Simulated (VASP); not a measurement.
The system is Hf.

```xyz
2
Lattice="3.1967 0.0000 0.0000 -1.5983 2.7684 0.0000 0.0000 0.0000 5.0578" Properties=species:S:1:pos:R:3 pbc="T T T"
Hf    0.0000    1.8456    1.2645
Hf    1.5984    0.9228    3.7934
```

```yaml
Program: VASP 6.6.1
Task: relaxation of cell and atoms
Functional: LDA
Potentials_or_basis: VASP PAW LDA potentials, release 64 (Hf_pv)
Cutoff: 600 eV
k_mesh: 18 × 18 × 10
Occupations: fermi-dirac, width 0.05 eV
Spin: no spin polarisation
```

At the start: pressure -7.6 GPa; volume 22.38 Å³/atom.

**Question.** How do energy, volume and symmetry change on relaxing?

**Answer.** Over 8 steps the energy falls by 38.6 meV/atom and the volume is 20.84 Å³/atom (-6.9 %); space group P6_3/mmc (No. 194, to 0.1 Å) before and after.

Step by step:
```tsv
step	energy change (eV)	largest force (eV/Å)	pressure (GPa)	volume (Å³)
1	0.0000	0.0000	-7.64	44.76
2	0.0489	0.0000	12.30	38.20
3	-0.0770	0.0000	-0.18	41.75
4	-0.0770	0.0000	-0.01	41.69
5	-0.0770	0.0000	0.16	41.63
6	-0.0771	0.0000	-0.17	41.75
7	-0.0771	0.0000	-0.09	41.72
8	-0.0771	0.0000	0.00	41.69
```

Final structure:
```cif
data_structure
_symmetry_space_group_name_H-M 'P 1'
_symmetry_Int_Tables_number 1
_cell_length_a 3.1194
_cell_length_b 3.1194
_cell_length_c 4.9467
_cell_angle_alpha 90.000
_cell_angle_beta 90.000
_cell_angle_gamma 120.000
_cell_volume 41.69
loop_
_atom_site_label
_atom_site_type_symbol
_atom_site_fract_x
_atom_site_fract_y
_atom_site_fract_z
_atom_site_occupancy
Hf1 Hf 0.33333 0.66667 0.25000 1
Hf2 Hf 0.66667 0.33333 0.75000 1
```
